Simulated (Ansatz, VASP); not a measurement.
**Two plane-wave programs on MgS**

The input INCAR:

```
PREC = Accurate
ENCUT = 600
EDIFF = 1E-6
ISMEAR = 0
SIGMA = 0.1
LREAL = F
LASPH = T
NELM = 120
ALGO = Normal
ISIF = 2
LWAVE = F
LCHARG = F
NBANDS = 11
GGA_COMPAT = F
```

KPOINTS

```
regular mesh
0
Gamma
  6 6 6
```

The input POSCAR:

```
MgS
1.0
    0.0000000000      2.6043975600      2.6043975600
    2.6043975600      0.0000000000      2.6043975600
    2.6043975600      2.6043975600      0.0000000000
Mg S
1 1
Direct
    0.0000000000      0.0000000000      0.0000000000
    0.5000000000      0.5000000000      0.5000000000
```

Input for Ansatz:

```yaml
crystal:
  lattice:
    - [0.0, 2.60439756, 2.60439756]
    - [2.60439756, 0.0, 2.60439756]
    - [2.60439756, 2.60439756, 0.0]
  atoms:
    - { symbol: Mg, position: [0.0, 0.0, 0.0] }
    - { symbol: S, position: [0.5, 0.5, 0.5] }
basis:
  ecutwfc: 420
kpoints:
  mp_grid: { grid: [6, 6, 6] }
hamiltonian:
  xc: lda
  pseudopotentials: { kind: paw, azcp: { folder: soft_1 } }
scf:
  occupations: { method: gaussian, width: 0.1 }
output:
  forces: true
  stress: true
  eigenvalues: true
```

Alike in both runs: task single point; functional LDA; k mesh 6 × 6 × 6; occupations gaussian, width 0.1 eV; no spin polarisation.

|  | VASP | Ansatz |
| --- | --- | --- |
| version | VASP 6.6.1 | Ansatz 0.2.0 |
| potentials or method | VASP PAW LDA potentials, release 64 (Mg, S), cutoff 600 eV | scalar-relativistic, plane waves, PAW |
| valence electrons in the cell | 8 | 16 |

VASP gave:

```
gap on the k mesh at the Fermi level (eV) : 2.55
least direct gap on the mesh (eV)         : 3.47
pressure (GPa)                            : -4.0
```

Task: Estimate Ansatz's values.

Result: gap on the k mesh at the Fermi level (eV): 2.55; least direct gap on the mesh (eV): 3.46; pressure (GPa): -3.4.

Ansatz warns that its potentials were made for another functional, while VASP's fit it. LDA's correlation is that of Perdew and Zunger in VASP and of Perdew and Wang (1992) in Ansatz. VASP's potentials hold 8 valence electrons a cell and Ansatz's 16, so a difference there can come from the potentials and not from the codes.
